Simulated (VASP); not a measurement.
# Bi2Te3: electric field gradients with PBEsol

The system is Bi2Te3.

```
Bi Te
1.0
     2.19066    1.26478   10.10047
    -2.19066    1.26478   10.10047
     0.00000   -2.52956   10.10047
Bi Te
2 3
Cartesian
  0.0000 0.0000 12.1165
  0.0000 0.0000 18.1850
  0.0000 0.0000 0.0000
  0.0000 0.0000 6.3617
  0.0000 0.0000 23.9397
```

- Program: VASP 6.6.1
- Task: electric field gradients
- Functional: PBEsol
- Potentials or basis: VASP PAW PBE potentials, release 64 (Bi_d, Te)
- Cutoff: 520 eV
- k mesh: 9 × 9 × 9
- Occupations: gaussian, width 0.01 eV
- Spin: no spin polarisation
- Dipole correction: no
- Further INCAR settings: ALGO = Fast; EDIFF = 1e-08; NBANDS = 32

| Quantity | Value |
| --- | --- |
| Pressure | 0.0 GPa |
| Largest force | 0.017 eV/Å |
| Band gap on the k mesh | 0.20 eV |
| Largest electric field gradient by atom | Bi +27.6; Te +86.0, -3.1 (each value once) V/Å² |

Forces on the atoms (eV/Å):
```
Bi   0.000  0.000 -0.011
Bi   0.000  0.000  0.011
Te   0.000  0.000  0.000
Te   0.000  0.000 -0.017
Te   0.000  0.000  0.017
```

Levels at points of the mesh, in eV from the valence-band top:
| k point | band 20 | band 21 | band 22 | band 23 | band 24 | band 25 | band 26 | band 27 | band 28 | band 29 |
| --- | --- | --- | --- | --- | --- | --- | --- | --- | --- | --- |
| (0.00, 0.00, 0.00) | -1.74 | -1.74 | -0.89 | -0.89 | 0.00 | 0.20 | 0.63 | 0.63 | 1.91 | 2.12 |

Electric field gradients, principal values (V/Å²):
| atom | least | middle | greatest (by size) |
| --- | --- | --- | --- |
| 1 Bi | -13.819 | -13.819 | 27.639 |
| 2 Bi | -13.819 | -13.819 | 27.639 |
| 3 Te | -43.020 | -43.020 | 86.040 |
| 4 Te | 1.557 | 1.557 | -3.115 |
| 5 Te | 1.557 | 1.557 | -3.115 |

Run time: 39 min on 1 thread of Intel(R) Xeon(R) 6975P-C (Granite Rapids) (shared host), peak memory 1.2 GiB.

Caveat: without QUAD_EFG the Cq values of the log hold for a quadrupole moment of 1 mb, not for the nuclei; the PAW data sets were made with another functional, which shifts forces and pressure a little; spin-orbit coupling is left out, which moves the levels of the heavy elements; an odd mesh through Γ misses points on the zone boundary, where band edges can lie.
